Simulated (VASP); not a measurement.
# As (Fd-3m) in VASP: further runs, part 2 of 2

VASP 6.6.1. The steps go on from the part before.

**5. Relaxation of cell and atoms, LDA**

This run uses another cell than the first one, of 27.96 Å³/atom, 1.041 times its volume.

Input file INCAR:

```
SYSTEM = As
PREC     = Accurate       ! precision mode
ENCUT    = 600            ! plane-wave cutoff, eV
EDIFF    = 1E-7           ! SCF threshold, eV
ISMEAR   = 1              ! smearing method
SIGMA    = 0.1            ! smearing width, eV
LREAL    = .FALSE.        ! projectors in reciprocal space
LASPH    = .TRUE.         ! aspherical terms in the spheres
NELM     = 80             ! most SCF steps
ALGO     = Normal         ! electronic algorithm
ISIF     = 3              ! what is computed and relaxed
LWAVE    = .FALSE.        ! write WAVECAR
LCHARG   = .FALSE.        ! write CHGCAR
GGA      = CA             ! functional
IBRION   = 2              ! ionic algorithm
NSW      = 80             ! ionic steps
EDIFFG   = -0.01          ! ionic threshold
```

Input file KPOINTS:

```
Automatic mesh
0
G
  6 6 6
  0 0 0
```

Input file POSCAR:

```
As
1.0
    0.0000000000      3.0350000000      3.0350000000
    3.0350000000      0.0000000000      3.0350000000
    3.0350000000      3.0350000000      0.0000000000
As
2
Direct
    0.0000000000      0.0000000000      0.0000000000
    0.2500000000      0.2500000000      0.2500000000
```

Potentials or basis: VASP PAW LDA potentials, release 64 (As).

The run is started by

```bash
$ cat potpaw_LDA.64/As/POTCAR > POTCAR
$ mpirun -np 1 vasp_std > vasp.out
```

OUTCAR:

```text
SYSTEM = As
   PREC = Accurate
   ENCUT = 600
   EDIFF = 1E-7
   ISMEAR = 1
   LREAL = .FALSE.
   LASPH = .TRUE.
   NELM = 80
   ISIF = 3
   GGA = CA
   IBRION = 2
   NSW = 80
   EDIFFG = -0.01

 ion  position               nearest neighbor table
   1  0.000  0.000  0.000-   2 2.63   2 2.63   2 2.63   2 2.63
   2  0.250  0.250  0.250-   1 2.63   1 2.63   1 2.63   1 2.63

  LATTYP: Found a face centered cubic cell.
 ALAT       =     6.0700000000

  Lattice vectors:

 A1 = (   0.0000000000,   3.0350000000,   3.0350000000)
 A2 = (   3.0350000000,   0.0000000000,   3.0350000000)
 A3 = (   3.0350000000,   3.0350000000,   0.0000000000)

Analysis of symmetry for initial positions (statically):
=====================================================================
 Subroutine PRICEL returns:
 Original cell was already a primitive cell.

 Routine SETGRP: Setting up the symmetry group for a
 face centered cubic supercell.

 Subroutine GETGRP returns: Found 48 space group operations
 (whereof 24 operations were pure point group operations)
 out of a pool of 48 trial point group operations.

The static configuration has the point symmetry T_d .
[... 147 lines left out ...]

 number of electron      10.0000001 magnetization

 Free energy of the ion-electron system (eV)
  ---------------------------------------------------
  ext. energy  EPLUGINS =         0.00000000
  ---------------------------------------------------
  free energy    TOTEN  =        -9.94250468 eV

  energy without entropy =       -9.94191553  energy(sigma->0) =       -9.94230830

------------------------ aborting loop because EDIFF is reached ----------------------------------------

  FORCE on cell =-STRESS in cart. coord.  units (eV):
  Direction    XX          YY          ZZ          XY          YZ          ZX
  --------------------------------------------------------------------------------------
  -------------------------------------------------------------------------------------
  Total       -0.6531102     -0.6531102     -0.6531102      0.0000000      0.0000000      0.0000000
  in kB      -18.7150490    -18.7150490    -18.7150490      0.0000000      0.0000000      0.0000000
  external PRESSURE =     -18.7150490 kB  Pullay stress =       0.0000000 kB
[... 59 lines left out ...]
--------------------------------------- Ionic step        3  -------------------------------------------

 number of electron       9.9999999 magnetization

 Free energy of the ion-electron system (eV)
  ---------------------------------------------------
  ext. energy  EPLUGINS =         0.00000000
  ---------------------------------------------------
  free energy    TOTEN  =        -9.95456237 eV

  energy without entropy =       -9.95435264  energy(sigma->0) =       -9.95449246

 E-fermi :   3.4014     XC(G=0):  -9.0601

 val. band max:        3.3557153270   @ k =  -0.3333   0.3333   0.1667
 cond. band min:       3.7917555958   @ k =   0.3333   0.1667   0.0000
 fundamental gap:      0.4360402688
 Fermi energy:         3.4013863408

 k-point     1 :       0.0000    0.0000    0.0000
  band No.  band energies     occupation
      1     -10.6999      2.00000
      2      -2.4367      2.00000
      3       1.1726      2.00000
      4       1.1726      2.00000
      5       1.1726      2.00000
      6       3.9463     -0.00000
      7       3.9463     -0.00000
      8       3.9463     -0.00000
      9       8.0486      0.00000
[... 207 lines left out ...]
  FREE ENERGIE OF THE ION-ELECTRON SYSTEM (eV)
  ---------------------------------------------------
  free  energy   TOTEN  =        -9.9545623720 eV

  energy  without entropy=       -9.9543526396  energy(sigma->0) =       -9.95449246

 reached required accuracy - stopping structural energy minimisation
```

OSZICAR:

```text
N       E                     dE             d eps       ncg     rms          rms(c)
DAV:   1     0.226211178680E+02    0.22621E+02   -0.43716E+03   288   0.101E+03
DAV:   2    -0.894917878385E+01   -0.31570E+02   -0.30876E+02   429   0.118E+02
DAV:   3    -0.998950697095E+01   -0.10403E+01   -0.10381E+01   348   0.243E+01
[... 20 lines left out ...]
DAV:   2    -0.995529858306E+01    0.18793E-02   -0.20604E-03   292   0.303E-01    0.124E-01
DAV:   3    -0.995456606680E+01    0.73252E-03   -0.21972E-03   299   0.250E-01    0.196E-02
DAV:   4    -0.995456385261E+01    0.22142E-05   -0.21111E-05   296   0.376E-02    0.124E-02
DAV:   5    -0.995456239215E+01    0.14605E-05   -0.83108E-07   353   0.833E-03    0.327E-03
DAV:   6    -0.995456237197E+01    0.20179E-07   -0.11290E-07   207   0.222E-03
   3 F= -.99545624E+01 E0= -.99544925E+01  d E =-.120577E-01
```

CONTCAR:

```text
As
   1.00000000000000
     0.0000000000000000    2.9988478036561155    2.9988478036561155
     2.9988478036561155    0.0000000000000000    2.9988478036561155
     2.9988478036561155    2.9988478036561155    0.0000000000000000
  As
     2
Direct
     0.0000000000000000    0.0000000000000000    0.0000000000000000
     0.2500000000000000    0.2500000000000000    0.2500000000000000

  0.00000000E+00  0.00000000E+00  0.00000000E+00
  0.00000000E+00  0.00000000E+00  0.00000000E+00
```

Wall time 45 s (1 thread of AMD EPYC 7R13, shared host); peak memory 0.15 GiB.

Results:

```yaml
Free_energy: -9.9546 eV
Relaxed_volume: 26.97 Å³/atom
Relaxed_cell: a = 4.241 Å, b = 4.241 Å, c = 4.241 Å, α = 60.00°, β = 60.00°, γ = 60.00°
Space_group_after_relaxing_to_0.05_Å: Fd-3m (No. 227)
Energy_gained_by_relaxing: 6.0 meV/atom
Ionic_steps: 3
Pressure_after_relaxing: 0.0 GPa
Band_gap_on_the_k_mesh: zero (band 5 reaches 3.81 eV, above the bottom of band 6 at 2.59 eV)
```

The path:
```tsv
step	energy change (eV)	largest force (eV/Å)	pressure (GPa)	volume (Å³)
1	0.0000	0.0000	-1.87	55.91
2	-0.0107	0.0000	0.71	53.31
3	-0.0121	0.0000	0.01	53.94
```

Final structure:
```
CELL_PARAMETERS angstrom
0.00000 2.99885 2.99885
2.99885 0.00000 2.99885
2.99885 2.99885 0.00000
ATOMIC_POSITIONS crystal
As 0.00000 0.00000 0.00000
As 0.25000 0.25000 0.25000
```

**6. Summary**

```csv
task,cell,cutoff (eV),gap on the mesh (eV),pressure (GPa),relaxed volume (Å³/atom)
single point,"a = 4.234 Å, angles 60.0°, 2 atoms",520,none,0.3,-
single point,"a = 4.248 Å, angles 60.0°, 2 atoms",520,none,-0.3,-
relaxation of cell and atoms,"relaxed from a = 4.234 Å, angles 60.0°, 2 atoms",600,none,0.0,26.97
relaxation of cell and atoms,"relaxed from a = 4.292 Å, angles 60.0°, 2 atoms",600,none,0.0,26.97
```

Alike in all rows: level LDA; potentials or basis VASP PAW LDA potentials, release 64 (As); no spin polarisation; k mesh 6 × 6 × 6; smearing methfessel-paxton 0.1 eV.

Total energies depend on the potentials used, so only differences within one code and one set of settings carry meaning.
